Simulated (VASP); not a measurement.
ZrS: single point with PBEsol

The system is ZrS.

```xyz
2
Lattice="0.0000 2.6250 2.6250 2.6250 0.0000 2.6250 2.6250 2.6250 0.0000" Properties=species:S:1:pos:R:3 pbc="T T T"
Zr    0.0000    0.0000    0.0000
S     2.6250    2.6250    2.6250
```

- Program: VASP 6.6.1
- Task: single point
- Functional: PBEsol
- Potentials or basis: VASP PAW PBE potentials, release 64 (Zr_sv, S)
- Cutoff: 520 eV
- k mesh: 9 × 9 × 9
- Occupations: fermi-dirac, width 0.03 eV
- Spin: no spin polarisation

The pressure is -6.3 GPa and the band gap on the k mesh is zero (band 9 reaches 11.73 eV, above the bottom of band 10 at 9.24 eV).

Levels at points of the mesh, in eV from the Fermi level:
```
           k point  band 6  band 7  band 8  band 9  band 10  band 11  band 12  band 13
(0.00, 0.00, 0.00)   -3.46   -3.46   -3.46   -1.31    -1.31    -1.31    -0.63    -0.63
```

Run time: 8.6 s on 1 thread of Intel(R) Xeon(R) 6975P-C (Granite Rapids), with other jobs on the host, peak memory 0.16 GiB.

Caveat: the PAW data sets were made with another functional, which shifts forces and pressure a little.
